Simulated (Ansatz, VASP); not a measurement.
One calculation of Ge, two programs

```
Ge
1.0
     0.00000    2.88064    2.88064
     2.88064    0.00000    2.88064
     2.88064    2.88064    0.00000
Ge
2
Cartesian
  0.0000 0.0000 0.0000
  1.4403 1.4403 1.4403
```

Alike in both runs: functional PBE; k mesh 10 × 10 × 10; occupations fermi-dirac, width 0.05 eV; no spin polarisation.

Ansatz relaxed the structure, and its values are those at the end. VASP's run is a single point on that final structure, the one shown.

|  | VASP | Ansatz |
| --- | --- | --- |
| version | VASP 6.6.1 | Ansatz 0.2.0 |
| potentials or method | VASP PAW PBE potentials, release 64 (Ge_d) | PAW with Ansatz's default frozen-core files, scalar-relativistic |
| plane-wave cutoff (eV) | 520 | 420 |
| valence electrons in the cell | 28 | 28 |

```csv
,VASP,Ansatz,Ansatz less VASP
pressure (GPa),0.0,0.0,+0.04
```

With one functional, cell and mesh, what is left measures potentials, basis and numerics.
